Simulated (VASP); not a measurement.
A run of VASP 6.6.1:

INCAR

```
PREC = Accurate
ENCUT = 600
EDIFF = 1E-7
ISMEAR = 0
SIGMA = 0.02
LREAL = F
LASPH = T
NELM = 120
ALGO = Normal
ISIF = 3
LWAVE = F
LCHARG = F
GGA = PE
IBRION = 2
NSW = 100
EDIFFG = -0.002
GGA_COMPAT = F
NELMIN = 4
```

KPOINTS

```
Automatic mesh
0
Gamma
  10 10 10
```

The input POSCAR:

```
SiC
1.0
    0.0000000000      2.1769966200      2.1769966200
    2.1769966200      0.0000000000      2.1769966200
    2.1769966200      2.1769966200      0.0000000000
Si C
1 1
Direct
    0.0000000000      0.0000000000      0.0000000000
    0.2500000000      0.2500000000      0.2500000000
```

Potentials or basis: VASP PAW PBE potentials, release 64 (Si, C).

Run with:

```console
$ cat potpaw_PBE.64/Si/POTCAR potpaw_PBE.64/C/POTCAR > POTCAR
$ mpirun -np 1 vasp_std > vasp.out
```

Hardware: 1 thread of Intel Xeon 8259CL (shared host).

**Question.** How long does it take, and how much memory?

**Answer.** It took 52 s on 1 thread of Intel Xeon 8259CL (shared host), peak memory 0.15 GiB. Counts: scf iterations 30, k points 47, ion steps 3.
